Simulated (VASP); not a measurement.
# LiGeBr3 (P4/mbm) in VASP: notebook

The runs below take LiGeBr3 through single point, with PBE.

Everything below comes from runs of VASP 6.6.1. Logs are shortened: lines on timing, memory, paths and dates and some standing lists are left out, and cuts for length are marked.

## 1. The cell of the first run

The structure is tetragonal, space group P4/mbm (No. 127). Conventional cell: a = 6.762 Å, b = 6.762 Å, c = 4.781 Å, α = 90.00°, β = 90.00°, γ = 90.00°. Within 4.2 Å of Li (site symmetry mmm) lie 12 Br at 3.13 to 3.65 Å and 8 Ge at 4.14 Å. Ge (site symmetry 4/m) has 6 Br at 2.39 to 2.42 Å within 3.2 Å. Br (site symmetry m2m) has 2 Ge at 2.42 Å and 2 Li at 3.13 Å within 3.2 Å. Within 3.2 Å of Br (site symmetry 4/m) lie 2 Ge at 2.39 Å.

## 2. Single point, PBE

Input file INCAR:

```
PREC = Accurate
ENCUT = 520
EDIFF = 1E-7
ISMEAR = 0
SIGMA = 0.1
LREAL = F
LASPH = T
NELM = 100
ALGO = Normal
ISIF = 2
LWAVE = F
LCHARG = T
GGA = PE
LELF = T
LVHAR = T
NBANDS = 49
```

Input file KPOINTS:

```
Automatic mesh
0
Gamma
  4 4 4
```

Input file POSCAR:

```
LiGeBr3
1.0
    6.7617293200      0.0000000000      0.0000000000
    0.0000000000      6.7617293200      0.0000000000
    0.0000000000      0.0000000000      4.7812646600
Li Ge Br
2 2 6
Direct
    0.0000000000      0.5000000000      0.5000000000
    0.5000000000      0.0000000000      0.5000000000
    0.5000000000      0.5000000000      0.0000000000
    0.0000000000      0.0000000000      0.0000000000
    0.7883652000      0.2883652000      0.0000000000
    0.7116348000      0.7883652000      0.0000000000
    0.5000000000      0.5000000000      0.5000000000
    0.2116348000      0.7116348000      0.0000000000
    0.2883652000      0.2116348000      0.0000000000
    0.0000000000      0.0000000000      0.5000000000
```

Potentials or basis: VASP PAW PBE potentials, release 64 (Li_sv, Ge_d, Br).

Run with:

```
> cat potpaw_PBE.64/Li_sv/POTCAR potpaw_PBE.64/Ge_d/POTCAR potpaw_PBE.64/Br/POTCAR > POTCAR
> mpirun -np 1 vasp_std > vasp.out
```

OUTCAR:

```text
PREC = Accurate
   ENCUT = 520
   EDIFF = 1E-7
   ISMEAR = 0
   LREAL = F
   LASPH = T
   NELM = 100
   ISIF = 2
   GGA = PE

 ion  position               nearest neighbor table
   1  0.000  0.500  0.500-
   2  0.500  0.000  0.500-
   3  0.500  0.500  0.000-   7 2.39   7 2.39   5 2.42   8 2.42   9 2.42   6 2.42
   4  0.000  0.000  0.000-  10 2.39  10 2.39   8 2.42   9 2.42   5 2.42   6 2.42
   5  0.788  0.288  0.000-   3 2.42   4 2.42
   6  0.712  0.788  0.000-   3 2.42   4 2.42
   7  0.500  0.500  0.500-   3 2.39   3 2.39
   8  0.212  0.712  0.000-   3 2.42   4 2.42
   9  0.288  0.212  0.000-   3 2.42   4 2.42
  10  0.000  0.000  0.500-   4 2.39   4 2.39

  LATTYP: Found a simple tetragonal cell.
 ALAT       =     6.7617293200
 C/A-ratio  =     0.7071067820

  Lattice vectors:

 A1 = (   6.7617293200,   0.0000000000,   0.0000000000)
 A2 = (   0.0000000000,   6.7617293200,   0.0000000000)
 A3 = (   0.0000000000,   0.0000000000,   4.7812646600)

Analysis of symmetry for initial positions (statically):
=====================================================================
 Subroutine PRICEL returns:
 Original cell was already a primitive cell.

 Routine SETGRP: Setting up the symmetry group for a
 simple tetragonal supercell.

 Subroutine GETGRP returns: Found 16 space group operations
 (whereof  8 operations were pure point group operations)
 out of a pool of 16 trial point group operations.

The static configuration has the point symmetry C_4h.
 The point group associated with its full space group is D_4h.

Analysis of symmetry for dynamics (positions and initial velocities):
=====================================================================
 Subroutine PRICEL returns:
 Original cell was already a primitive cell.

 Routine SETGRP: Setting up the symmetry group for a
 simple tetragonal supercell.

 Subroutine GETGRP returns: Found 16 space group operations
 (whereof  8 operations were pure point group operations)
 out of a pool of 16 trial point group operations.

The dynamic configuration has the point symmetry C_4h.
 The point group associated with its full space group is D_4h.

 Subroutine INISYM returns: Found 16 space group operations
 (whereof  8 operations are pure point group operations),
 and found     1 'primitive' translations

----------------------------------------------------------------------------------------

                                     Primitive cell

  volume of cell :     218.6041

  direct lattice vectors                    reciprocal lattice vectors
     6.761729320  0.000000000  0.000000000     0.147891161  0.000000000  0.000000000
     0.000000000  6.761729320  0.000000000     0.000000000  0.147891161  0.000000000
     0.000000000  0.000000000  4.781264660     0.000000000  0.000000000  0.209149686

  length of vectors
     6.761729320  6.761729320  4.781264660     0.147891161  0.147891161  0.209149686

  position of ions in fractional coordinates (direct lattice)
     0.000000000  0.500000000  0.500000000
     0.500000000  0.000000000  0.500000000
     0.500000000  0.500000000  0.000000000
     0.000000000  0.000000000  0.000000000
     0.788365200  0.288365200  0.000000000
     0.711634800  0.788365200  0.000000000
     0.500000000  0.500000000  0.500000000
     0.211634800  0.711634800  0.000000000
     0.288365200  0.211634800  0.000000000
     0.000000000  0.000000000  0.500000000

  ion indices of the primitive-cell ions
   primitive index   ion index
                 1           1
                 2           2
                 3           3
                 4           4
                 5           5
                 6           6
                 7           7
                 8           8
                 9           9
                10          10

----------------------------------------------------------------------------------------

 KPOINTS: Automatic mesh

Automatic generation of k-mesh.
 Grid dimensions read from file:
 generate k-points for:    4    4    4

 Generating k-lattice:

  Cartesian coordinates                     Fractional coordinates (reciprocal lattice)
     0.036972790  0.000000000  0.000000000     0.250000000  0.000000000  0.000000000
     0.000000000  0.036972790  0.000000000     0.000000000  0.250000000  0.000000000
     0.000000000  0.000000000  0.052287421     0.000000000  0.000000000  0.250000000

  Length of vectors
     0.036972790  0.036972790  0.052287421

  Shift w.r.t. Gamma in fractional coordinates (k-lattice)
     0.000000000  0.000000000  0.000000000

 Subroutine IBZKPT returns following result:
 ===========================================

 Found     18 irreducible k-points:

 Following reciprocal coordinates:
            Coordinates               Weight
  0.000000  0.000000  0.000000      1.000000
  0.250000  0.000000  0.000000      4.000000
  0.500000  0.000000  0.000000      2.000000
  0.250000  0.250000  0.000000      4.000000
[... 50 lines left out ...]
   AEXX    =    0.0000 exact exchange contribution
   IVDW    =     0    specifies the selected vdW correction
   LEPSILON=     F    determine dielectric tensor
   LRPA    =     F    only Hartree local field effects (RPA)
 non-spin polarized calculation
 Gauss-broadening in eV      SIGMA  =   0.10
  energy-cutoff  :      520.00
  volume of cell :      218.60
 maximum number of plane-waves:      5936
   NGX = 25   NGY = 25   NGZ = 17

 number of electron      75.9999920 magnetization

 Free energy of the ion-electron system (eV)
  ---------------------------------------------------
  ext. energy  EPLUGINS =         0.00000000
  ---------------------------------------------------
  free energy    TOTEN  =       -25.04706136 eV

  energy without entropy =      -25.04073270  energy(sigma->0) =      -25.04389703

 E-fermi :   5.8612     XC(G=0):  -9.1387

 val. band max:        5.8338831732   @ k =   0.2500   0.2500   0.5000
 cond. band min:       5.9897509306   @ k =   0.0000   0.0000   0.0000
 fundamental gap:      0.1558677574
 Fermi energy:         5.8611510295

 k-point     1 :       0.0000    0.0000    0.0000
  band No.  band energies     occupation
      1     -44.0146      2.00000
      2     -44.0145      2.00000
      3     -20.3022      2.00000
      4     -20.2963      2.00000
      5     -20.2753      2.00000
      6     -20.2564      2.00000
[... 41 lines left out ...]
     48       9.5426      0.00000
     49       9.6155      0.00000

 k-point     2 :       0.2500    0.0000    0.0000
  band No.  band energies     occupation
      1     -44.0145      2.00000
      2     -44.0145      2.00000
      3     -20.3013      2.00000
      4     -20.2972      2.00000
      5     -20.2726      2.00000
      6     -20.2592      2.00000
[... 41 lines left out ...]
     48       9.5959      0.00000
     49       9.6523      0.00000

 k-point     3 :       0.5000    0.0000    0.0000
  band No.  band energies     occupation
      1     -44.0145      2.00000
      2     -44.0145      2.00000
      3     -20.2992      2.00000
      4     -20.2992      2.00000
      5     -20.2659      2.00000
      6     -20.2659      2.00000
[... 41 lines left out ...]
     48       9.9513      0.00000
     49      10.4326      0.00000

 k-point     4 :       0.2500    0.2500    0.0000
  band No.  band energies     occupation
      1     -44.0145      2.00000
      2     -44.0145      2.00000
      3     -20.3009      2.00000
      4     -20.2979      2.00000
      5     -20.2704      2.00000
      6     -20.2611      2.00000
[... 665 lines left out ...]
     48       9.5155      0.00000
     49       9.9888      0.00000

 k-point    17 :       0.5000    0.2500    0.5000
  band No.  band energies     occupation
      1     -44.0145      2.00000
      2     -44.0145      2.00000
      3     -20.2858      2.00000
      4     -20.2858      2.00000
      5     -20.2652      2.00000
      6     -20.2652      2.00000
[... 41 lines left out ...]
     48       9.4642      0.00000
     49      10.0125      0.00000

 k-point    18 :       0.5000    0.5000    0.5000
  band No.  band energies     occupation
      1     -44.0146      2.00000
      2     -44.0146      2.00000
      3     -20.2865      2.00000
      4     -20.2865      2.00000
      5     -20.2645      2.00000
      6     -20.2645      2.00000
[... 41 lines left out ...]
     48       9.8478      0.00000
     49       9.8636      0.00000

------------------------ aborting loop because EDIFF is reached ----------------------------------------

  FORCE on cell =-STRESS in cart. coord.  units (eV):
  Direction    XX          YY          ZZ          XY          YZ          ZX
  --------------------------------------------------------------------------------------
  -------------------------------------------------------------------------------------
  Total       27.5410050     27.5410050     29.9796953      0.0000000     -0.0000000     -0.0000000
  in kB      201.8515179    201.8515179    219.7249884      0.0000000     -0.0000000     -0.0000000
  external PRESSURE =     207.8093414 kB  Pullay stress =       0.0000000 kB

 VOLUME and BASIS-vectors are now :
 -----------------------------------------------------------------------------
  energy-cutoff  :      520.00
  volume of cell :      218.60
      direct lattice vectors                 reciprocal lattice vectors
     6.761729320  0.000000000  0.000000000     0.147891161  0.000000000  0.000000000
     0.000000000  6.761729320  0.000000000     0.000000000  0.147891161  0.000000000
     0.000000000  0.000000000  4.781264660     0.000000000  0.000000000  0.209149686

 POSITION                                       TOTAL-FORCE (eV/Angst)
 -----------------------------------------------------------------------------------
      0.00000      3.38086      2.39063         0.000000     -0.000000      0.000000
      3.38086      0.00000      2.39063         0.000000     -0.000000      0.000000
      3.38086      3.38086      0.00000         0.000000     -0.000000      0.000000
      0.00000      0.00000      0.00000         0.000000     -0.000000      0.000000
      5.33071      1.94985      0.00000         0.694852      0.694852      0.000000
      4.81188      5.33071      0.00000        -0.694852      0.694852      0.000000
      3.38086      3.38086      2.39063         0.000000     -0.000000      0.000000
      1.43102      4.81188      0.00000        -0.694852     -0.694852     -0.000000
      1.94985      1.43102      0.00000         0.694852     -0.694852     -0.000000
      0.00000      0.00000      2.39063         0.000000     -0.000000      0.000000
 -----------------------------------------------------------------------------------
    total drift:                               -0.000000     -0.000000     -0.000000

  FREE ENERGIE OF THE ION-ELECTRON SYSTEM (eV)
  ---------------------------------------------------
  free  energy   TOTEN  =       -25.0470613574 eV

  energy  without entropy=      -25.0407327002  energy(sigma->0) =      -25.04389703
```

It took 2.4 min on 1 thread of Intel Xeon Platinum 8488C (Sapphire Rapids), shared host; peak memory 0.37 GiB.

Results:

```
Free energy            : -25.0471 eV
Largest force          : 0.983 eV/Å
Band gap on the k mesh : zero (bands 38 and 39 overlap by 0.06 eV)
```

Forces on the atoms (eV/Å):
```
Li   0.000  0.000  0.000
Li   0.000  0.000  0.000
Ge   0.000  0.000  0.000
Ge   0.000  0.000  0.000
Br   0.695  0.695  0.000
Br  -0.695  0.695  0.000
Br   0.000  0.000  0.000
Br  -0.695 -0.695  0.000
Br   0.695 -0.695  0.000
Br   0.000  0.000  0.000
```

Caveat: the cutoff is under 1.25 times the usual one of these potentials, so pressure, stress and relaxed cells hold a basis-set (Pulay) error.

## 3. Single point, PBE

This run uses another cell than the first one, of 30.67 Å³/atom.

Input file INCAR:

```
SYSTEM = LiGeBr3
PREC = Accurate ; ENCUT = 520
EDIFF = 1E-6 ; ISMEAR = 0
SIGMA = 0.1 ; LREAL = .FALSE.
LASPH = .TRUE. ; NELM = 80
ALGO = Normal ; ISIF = 2
LWAVE = .FALSE. ; LCHARG = .TRUE.
GGA = PE ; LELF = .TRUE.
LVHAR = .TRUE. ; NBANDS = 49
```

Input file KPOINTS:

```
regular mesh
0
G
  4 2 2
  0 0 0
```

Input file POSCAR:

```
LiGeBr3
1.0
    0.0000000000      0.0000000000      5.3709689499
    7.5565501581      0.0000000000      0.0000000000
    0.0000000000      7.5565501581      0.0000000000
Li Ge Br
2 2 6
Direct
    0.5000000000      0.0000000000      0.5000000000
    0.5000000000      0.5000000000      0.0000000000
    0.0000000000      0.5000000000      0.5000000000
    0.0000000000      0.0000000000      0.0000000000
    0.0000000000      0.8356236285      0.3356236285
    0.0000000000      0.6643763715      0.8356236285
    0.5000000000      0.5000000000      0.5000000000
    0.0000000000      0.1643763715      0.6643763715
    0.0000000000      0.3356236285      0.1643763715
    0.5000000000      0.0000000000      0.0000000000
```

Potentials or basis: VASP PAW PBE potentials, release 64 (Li_sv, Ge_d, Br).

Run with:

```
> cat potpaw_PBE.64/Li_sv/POTCAR potpaw_PBE.64/Ge_d/POTCAR potpaw_PBE.64/Br/POTCAR > POTCAR
> mpirun -np 1 vasp_std > vasp.out
```

It took 95 s on 1 thread of Intel Xeon Platinum 8488C (Sapphire Rapids), shared host; peak memory 0.41 GiB.

Results (log left out):

| Property | Result |
| --- | --- |
| Free energy | -30.4698 eV |
| Largest force | 0.026 eV/Å |
| Band gap on the k mesh | 0.98 eV |

Forces on the atoms (eV/Å):
```
Li   0.000  0.000  0.000
Li   0.000  0.000  0.000
Ge   0.000  0.000  0.000
Ge   0.000  0.000  0.000
Br   0.019  0.019  0.000
Br  -0.019  0.019  0.000
Br   0.000  0.000  0.000
Br  -0.019 -0.019  0.000
Br   0.019 -0.019  0.000
Br   0.000  0.000  0.000
```

Levels at points of the mesh, in eV from the valence-band top:
| k point | band 35 | band 36 | band 37 | band 38 | band 39 | band 40 | band 41 | band 42 |
| --- | --- | --- | --- | --- | --- | --- | --- | --- |
| (0.00, 0.00, 0.00) | -2.43 | -1.98 | -1.98 | -1.05 | 1.68 | 1.68 | 2.02 | 3.39 |
| (0.50, 0.00, 0.00) | -1.87 | -1.87 | -1.23 | 0.00 | 0.98 | 1.13 | 1.13 | 1.53 |
| (0.00, 0.50, 0.00) | -2.34 | -2.34 | -1.67 | -1.67 | 2.77 | 2.77 | 2.85 | 2.85 |
| (0.50, 0.50, 0.00) | -2.19 | -2.19 | -0.83 | -0.83 | 1.31 | 1.31 | 2.45 | 2.45 |
| (0.00, 0.50, 0.50) | -2.13 | -2.13 | -2.03 | -2.03 | 1.78 | 1.78 | 3.48 | 3.48 |
| (0.50, 0.50, 0.50) | -2.02 | -2.02 | -0.81 | -0.81 | 1.24 | 1.24 | 1.30 | 1.30 |

Caveat: the cutoff is under 1.25 times the usual one of these potentials, so pressure, stress and relaxed cells hold a basis-set (Pulay) error. A k mesh can miss the band edges.

## 4. Single point, PBE

This run uses another cell than the first one, of 30.70 Å³/atom.

Input file INCAR:

```
  PREC = Accurate
  ENCUT = 520
  EDIFF = 1E-7
  ISMEAR = 0
  SIGMA = 0.1
  LREAL = F
  LASPH = T
  NELM = 100
  ALGO = Normal
  ISIF = 2
  LWAVE = F
  LCHARG = F
  GGA = PE
  NBANDS = 49
```

Input file KPOINTS:

```
Automatic mesh
0
Gamma
  4 4 4
```

Input file POSCAR:

```
LiGeBr3
1.0
    7.5345317011      0.0000000000      0.0000000000
    0.0000000000      7.5345317011      0.0000000000
    0.0000000000      0.0000000000      5.4084907054
Li Ge Br
2 2 6
Direct
    0.0000000000      0.5000000000      0.5000000000
    0.5000000000      0.0000000000      0.5000000000
    0.5000000000      0.5000000000      0.0000000000
    0.0000000000      0.0000000000      0.0000000000
    0.8352215355      0.3352215355      0.0000000000
    0.6647784645      0.8352215355      0.0000000000
    0.5000000000      0.5000000000      0.5000000000
    0.1647784645      0.6647784645      0.0000000000
    0.3352215355      0.1647784645      0.0000000000
    0.0000000000      0.0000000000      0.5000000000
```

Run with:

```
> cat potpaw_PBE.64/Li_sv/POTCAR potpaw_PBE.64/Ge_d/POTCAR potpaw_PBE.64/Br/POTCAR > POTCAR
> mpirun -np 1 vasp_std > vasp.out
```

It took 3.4 min on 1 thread of Intel Xeon Platinum 8488C (Sapphire Rapids), shared host; peak memory 0.48 GiB.

The run converged. Its results:

```yaml
Free_energy: -30.5041 eV
Band_gap_on_the_k_mesh: 0.94 eV
```

Forces on the atoms (eV/Å):
```
Li   0.000  0.000  0.000
Li   0.000  0.000  0.000
Ge   0.000  0.000  0.000
Ge   0.000  0.000  0.000
Br   0.002  0.002  0.000
Br  -0.002  0.002  0.000
Br   0.000  0.000  0.000
Br  -0.002 -0.002  0.000
Br   0.002 -0.002  0.000
Br   0.000  0.000  0.000
```

Levels at points of the mesh, in eV from the valence-band top:
| k point | band 34 | band 35 | band 36 | band 37 | band 38 | band 39 | band 40 | band 41 | band 42 | band 43 |
| --- | --- | --- | --- | --- | --- | --- | --- | --- | --- | --- |
| (0.00, 0.00, 0.00) | -2.42 | -2.42 | -1.97 | -1.97 | -0.99 | 1.70 | 1.70 | 2.01 | 3.38 | 4.21 |
| (0.50, 0.00, 0.00) | -2.52 | -2.34 | -2.34 | -1.64 | -1.64 | 2.81 | 2.81 | 2.86 | 2.86 | 3.32 |
| (0.50, 0.50, 0.00) | -2.34 | -2.10 | -2.10 | -2.02 | -2.02 | 1.80 | 1.80 | 3.48 | 3.48 | 3.72 |
| (0.00, 0.00, 0.50) | -2.14 | -1.85 | -1.85 | -1.27 | 0.00 | 0.94 | 1.18 | 1.18 | 1.52 | 3.12 |
| (0.50, 0.00, 0.50) | -2.18 | -2.18 | -2.18 | -0.85 | -0.85 | 1.29 | 1.29 | 2.52 | 2.52 | 2.83 |
| (0.50, 0.50, 0.50) | -2.01 | -2.01 | -2.01 | -0.84 | -0.84 | 1.28 | 1.28 | 1.29 | 1.29 | 4.00 |

Caveat: the cutoff is under 1.25 times the usual one of these potentials, so pressure, stress and relaxed cells hold a basis-set (Pulay) error. A k mesh can miss the band edges.

## 5. Summary

| cell | k mesh | gap on the mesh (eV) | largest force (eV/Å) |
| --- | --- | --- | --- |
| a = 6.762, b = 6.762, c = 4.781 Å, 10 atoms, atomic positions A | 4 × 4 × 4 | none | 0.98 |
| a = 5.371, b = 7.557, c = 7.557 Å, 10 atoms, atomic positions B | 4 × 2 × 2 | 0.98 | 0.03 |
| a = 7.535, b = 7.535, c = 5.408 Å, 10 atoms, atomic positions C | 4 × 4 × 4 | 0.94 | - |

Alike in all rows: task single point; level PBE; potentials or basis VASP PAW PBE potentials, release 64 (Li_sv, Ge_d, Br); no spin polarisation; cutoff (eV) 520; smearing gaussian 0.1 eV.

Caveats: the cutoff is under 1.25 times the usual one of these potentials, so pressure, stress and relaxed cells hold a basis-set (Pulay) error.

Total energies depend on the potentials used, so only differences within one code and one set of settings carry meaning.

The gap in the log of VASP goes by the Fermi energy; the results here count the filled bands.